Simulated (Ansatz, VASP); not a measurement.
**Two plane-wave programs on FeO**

```
CELL_PARAMETERS angstrom
3.25417 0.00000 0.00000
-1.62709 2.81819 0.00000
0.00000 0.00000 4.53552
ATOMIC_POSITIONS crystal
Fe 0.00000 0.00000 0.00000
Fe 0.00000 0.00000 0.50000
O 0.33333 0.66667 0.25000
O 0.66667 0.33333 0.75000
```

Alike in both runs: task single point; functional PBE; k mesh 7 × 7 × 4; occupations gaussian, width 0.05 eV; collinear spin; Hubbard terms Fe d U = 3.0 eV.

```csv
,VASP,Ansatz
version,VASP 6.6.1,Ansatz 0.2.0
potentials or method,"VASP PAW PBE potentials, release 64 (Fe, O), cutoff 520 eV","scalar-relativistic, plane waves, PAW"
valence electrons in the cell,28,44
```

|  | VASP | Ansatz | Ansatz less VASP |
| --- | --- | --- | --- |
| gap on the k mesh at the Fermi level (eV) | 0.70 | 0.31 | -0.391 |
| least direct gap on the mesh (eV) | 0.70 | 0.45 | -0.249 |
| pressure (GPa) | 7.8 | 3.3 | -4.46 |
| traceless stress, the component that is largest in VASP (GPa) | 36.05 | 39.26 | +3.209 |
| rms of the force components (eV/Å) | 0.000 | 0.354 | +0.3539 |
| net moment per atom (μB) | 0.00 | 0.50 | +0.500 |
| size of the moment on the site where the two differ most (μB) | 3.64 | 1.68 | -1.961 |

The net moments are unlike, so the other rows may belong to different states. Site moments also hang on the region over which each program counts them. The programs project onto different local orbitals, so the same U acts differently, and such runs can settle in different states. Atom by atom the forces differ by 0.354 eV/Å (rms over components). VASP's potentials hold 28 valence electrons a cell and Ansatz's 44, so a difference there can come from the potentials and not from the codes. Ansatz's warnings: specified occupation not kept, symmetry narrowed by occupation matrices.
